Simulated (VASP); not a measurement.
# Ge: single point with PBEsol

Ge:

```xyz
2
Lattice="0.0000 2.8393 2.8393 2.8393 0.0000 2.8393 2.8393 2.8393 0.0000" Properties=species:S:1:pos:R:3 pbc="T T T"
Ge   -0.7098   -0.7098   -0.7098
Ge    0.7098    0.7098    0.7098
```

```
Program             : VASP 6.6.1
Task                : single point
Functional          : PBEsol
Potentials or basis : VASP PAW PBE potentials, release 64 (Ge_d)
Cutoff              : 520 eV
k mesh              : 12 × 12 × 12
Occupations         : fermi-dirac, width 0.08 eV
Spin                : no spin polarisation
```

```json
{
 "Pressure": "-0.5 GPa",
 "Band gap on the k mesh": "zero (filled and empty bands touch)"
}
```

Levels at points of the mesh, in eV from the Fermi level:
| k point | band 12 | band 13 | band 14 | band 15 | band 16 | band 17 |
| --- | --- | --- | --- | --- | --- | --- |
| (0.00, 0.00, 0.00) | -0.13 | -0.03 | -0.03 | -0.03 | 2.50 | 2.50 |
| (0.50, 0.00, 0.00) | -7.60 | -1.42 | -1.42 | 0.06 | 3.68 | 3.68 |
| (0.50, 0.50, 0.00) | -8.89 | -3.08 | -3.08 | 0.65 | 0.65 | 9.37 |

Wall time 84 s on 1 thread of Intel Xeon 8259CL, on a shared host, peak memory 0.2 GiB.

Caveat: semilocal functionals underestimate gaps, and a narrow one can read as zero; the PAW data sets were made with another functional, which shifts forces and pressure a little.
